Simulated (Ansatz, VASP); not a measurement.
# Two plane-wave programs on Ba

```
Ba
1.0
    -2.51000    2.51000    2.51000
     2.51000   -2.51000    2.51000
     2.51000    2.51000   -2.51000
Ba
1
Cartesian
  0.0000 0.0000 0.0000
```

Alike in both runs: task single point; functional PBEsol; k mesh 12 × 12 × 12; occupations gaussian, width 0.05 eV; no spin polarisation.

|  | VASP | Ansatz |
| --- | --- | --- |
| version | VASP 6.6.1 | Ansatz 0.2.0 |
| potentials or method | VASP PAW PBE potentials, release 64 (Ba_sv), cutoff 500 eV | scalar-relativistic, plane waves, PAW |
| valence electrons in the cell | 10 | 10 |

|  | VASP | Ansatz | Ansatz less VASP |
| --- | --- | --- | --- |
| pressure (GPa) | -0.6 | -0.7 | -0.05 |

VASP's potentials were made for PBE, not for PBEsol. The functional is the same, so the differences come from potentials, cutoffs and numerics.

Neither program's run includes spin-orbit coupling.
